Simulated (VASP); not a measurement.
Wanted: the native input for a VASP 6.6.1 run.

| Item | Value |
| --- | --- |
| Task | single point |
| Functional | r2SCAN |
| Potentials or basis | VASP PAW PBE potentials, release 64 (Rb_sv, Zn, Br) |
| Cutoff | 520 eV |
| k mesh | 6 × 6 × 6 |
| Occupations | gaussian, width 0.01 eV |
| Spin | no spin polarisation |
| Dipole correction | no |
| Further INCAR settings | ALGO = Normal; EDIFF = 1e-07; NBANDS = 29 |

The system is RbZnBr3.

```xyz
5
Lattice="5.0912 0.0000 0.0000 0.0000 5.0912 0.0000 0.0000 0.0000 5.0912" Properties=species:S:1:pos:R:3 pbc="T T T"
Rb    0.0000    0.0000    0.0000
Zn    2.5456    2.5456    2.5456
Br    2.5456    2.5456    0.0000
Br    2.5456    0.0000    2.5456
Br    0.0000    2.5456    2.5456
```

This cell differs from its parent crystal: strain -3.0%.

The input as run:

POSCAR

```
RbZnBr3
1.0
    5.0911639016      0.0000000000      0.0000000000
    0.0000000000      5.0911639016      0.0000000000
    0.0000000000      0.0000000000      5.0911639016
Rb Zn Br
1 1 3
Direct
    0.0000000000      0.0000000000      0.0000000000
    0.5000000000      0.5000000000      0.5000000000
    0.5000000000      0.5000000000      0.0000000000
    0.5000000000      0.0000000000      0.5000000000
    0.0000000000      0.5000000000      0.5000000000
```

INCAR.step1

```
  PREC = Accurate
  ENCUT = 520
  ISMEAR = 0
  SIGMA = 0.01
  LREAL = F
  LASPH = T
  NELM = 80
  NBANDS = 29
  GGA = PE
  ALGO = Normal
  EDIFF = 1E-4
  LWAVE = T
  LCHARG = F
```

INCAR.step2

```
  PREC = Accurate
  ENCUT = 520
  EDIFF = 1E-7
  ISMEAR = 0
  SIGMA = 0.01
  LREAL = F
  LASPH = T
  NELM = 80
  ALGO = Normal
  ISIF = 2
  LWAVE = F
  LCHARG = F
  METAGGA = R2SCAN
  LMIXTAU = T
  NBANDS = 29
  ISTART = 1
```

KPOINTS

```
regular mesh
0
Gamma
  6 6 6
```

Potentials or basis: VASP PAW PBE potentials, release 64 (Rb_sv, Zn, Br).

Command:

```sh
$ cat potpaw_PBE.64/Rb_sv/POTCAR potpaw_PBE.64/Zn/POTCAR potpaw_PBE.64/Br/POTCAR > POTCAR
$ cp INCAR.step1 INCAR
$ mpirun -np 1 vasp_std > vasp.out
$ cp INCAR.step2 INCAR
$ mpirun -np 1 vasp_std > vasp.out
```

Results of the run:

```json
{
  "Pressure": "3.9 GPa",
  "Band gap on the k mesh": "0.97 eV, indirect (least direct gap 1.51 eV)"
}
```

Caveat: the cell differs from its parent crystal (strain -3.0%); the PAW data sets were made with another functional, which shifts forces and pressure a little.

Wall time 4.2 min on 1 thread of Intel Xeon 6975P-C, with other jobs on the host, peak memory 0.3 GiB.
